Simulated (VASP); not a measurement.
AlCo, 2 atoms in the cell. The structure is cubic, space group Pm-3m (No. 221). The conventional cell has a = 2.824 Å, b = 2.824 Å, c = 2.824 Å, α = 90.00°, β = 90.00°, γ = 90.00°. Within 3.2 Å of Al (site symmetry m-3m) lie 8 Co at 2.45 Å and 6 Al at 2.82 Å. Within 3.2 Å of Co (site symmetry m-3m) lie 8 Al at 2.45 Å and 6 Co at 2.82 Å. 

```yaml
Program: VASP 6.6.1
Task: single point
Functional: r2SCAN
Potentials_or_basis: VASP PAW PBE potentials, release 64 (Al, Co)
Cutoff: 520 eV
k_mesh: 14 × 14 × 14
Occupations: gaussian, width 0.1 eV
Spin: collinear spin, ferromagnetic start
Starting_moments: "[0.0, 0.16] μB"
Dipole_correction: no
Further_INCAR_settings: ALGO = Normal; EDIFF = 1e-06; NBANDS = 17
```

Potentials or basis: VASP PAW PBE potentials, release 64 (Al, Co).

Launch:

```sh
$ cat potpaw_PBE.64/Al/POTCAR potpaw_PBE.64/Co/POTCAR > POTCAR
$ cp INCAR.step1 INCAR
$ mpirun -np 1 vasp_std > vasp.out
$ cp INCAR.step2 INCAR
$ mpirun -np 1 vasp_std > vasp.out
```

Hardware: 1 thread of Intel(R) Xeon(R) Platinum 8375C CPU @ 2.90GHz (Ice Lake), with other jobs on the host.

Problem. Estimate the wall time of this run.

Solution. It took 2.7 min on 1 thread of Intel(R) Xeon(R) Platinum 8375C CPU @ 2.90GHz (Ice Lake), with other jobs on the host, peak memory 0.21 GiB. Counts: k points 120.
